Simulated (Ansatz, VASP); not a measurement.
## One calculation of Zr, two programs

```xyz
1
Lattice="0.0000 2.2550 2.1873 2.2550 0.0000 2.1873 2.2550 2.2550 0.0000" Properties=species:S:1:pos:R:3 pbc="T T T"
Zr    0.0000    0.0000    0.0000
```

Change from the starting cell: strain +0.000 along x and y, -0.030 along z, atoms carried along.

Alike in both runs: task single point; functional LDA; k mesh 18 × 18 × 18; occupations gaussian, width 0.15 eV; no spin polarisation.

|  | VASP | Ansatz |
| --- | --- | --- |
| version | VASP 6.6.1 | Ansatz 0.2.0 |
| potentials or method | VASP PAW LDA potentials, release 64 (Zr_sv), cutoff 520 eV | scalar-relativistic, plane waves, PAW |
| valence electrons in the cell | 12 | 12 |

VASP gave:

| Property | Result |
| --- | --- |
| gap on the k mesh at the Fermi level (eV) | none |
| pressure (GPa) | -2.9 |
| traceless stress, the component that is largest in VASP (GPa) | 0.60 |

Estimate Ansatz's values.

gap on the k mesh at the Fermi level (eV): none; pressure (GPa): -3.0; traceless stress, the component that is largest in VASP (GPa): 0.61.

LDA's correlation is that of Perdew and Zunger in VASP and of Perdew and Wang (1992) in Ansatz. A gap of «none» marks a metal or a gap that the smearing closes.
